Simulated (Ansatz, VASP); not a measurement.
One calculation of SnO, two programs

The input INCAR:

```
PREC = Accurate
ENCUT = 520
EDIFF = 1E-7
ISMEAR = 0
SIGMA = 0.05
LREAL = F
LASPH = T
NELM = 60
ALGO = Normal
ISIF = 2
LWAVE = F
LCHARG = F
GGA = PS
NBANDS = 28
```

The input KPOINTS:

```
Automatic mesh
0
Gamma
  8 6 6
```

File POSCAR:

```
SnO
1.0
    3.3550050000      0.0000000000      0.0000000000
    0.0000000000      5.6741040000      0.0000000000
    0.0000000000      0.0000000000      4.2219700000
Sn O
2 2
Direct
   -0.0860431310      0.1810331023      0.4447694889
    0.4139568690      0.7172151023     -0.0552305111
    0.0000000000      0.8912500000      0.7368570000
    0.5000000000      0.1087500000      0.2368570000
```

Input for Ansatz:

```yaml
crystal:
  lattice:
    - [3.355005, 0.0, 0.0]
    - [0.0, 5.674104, 0.0]
    - [0.0, 0.0, 4.22197]
  atoms:
    - { symbol: Sn, position: [-0.086043131, 0.1810331023, 0.4447694889] }
    - { symbol: Sn, position: [0.413956869, 0.7172151023, -0.0552305111] }
    - { symbol: O, position: [0.0, 0.89125, 0.736857] }
    - { symbol: O, position: [0.5, 0.10875, 0.236857] }
basis:
  ecutwfc: 420
kpoints:
  mp_grid: { grid: [8, 6, 6] }
hamiltonian:
  xc: pbesol
scf:
  occupations: { method: gaussian, width: 0.05 }
output:
  forces: true
  stress: true
  eigenvalues: true
```

Change from the starting cell: all Sn atoms moved -0.500 Å, as atom 1 along Cartesian [1 1 1].

Alike in both runs: task single point; functional PBEsol; k mesh 8 × 6 × 6; occupations gaussian, width 0.05 eV; no spin polarisation.

```csv
,VASP,Ansatz
version,VASP 6.6.1,Ansatz 0.2.0
potentials or method,"VASP PAW PBE potentials, release 64 (Sn_d, O), cutoff 520 eV","scalar-relativistic, plane waves, PAW"
valence electrons in the cell,40,40
```

|  | VASP | Ansatz | Ansatz less VASP |
| --- | --- | --- | --- |
| gap on the k mesh at the Fermi level (eV) | 0.88 | 0.89 | +0.011 |
| least direct gap on the mesh (eV) | 1.11 | 1.12 | +0.009 |
| pressure (GPa) | 14.1 | 14.6 | +0.46 |
| traceless stress, the component that is largest in VASP (GPa) | 17.85 | 18.49 | +0.636 |
| rms of the force components (eV/Å) | 4.852 | 5.030 | +0.1784 |

VASP's potentials were made for PBE, not for PBEsol. Atom by atom the forces differ by 0.193 eV/Å (rms over components).
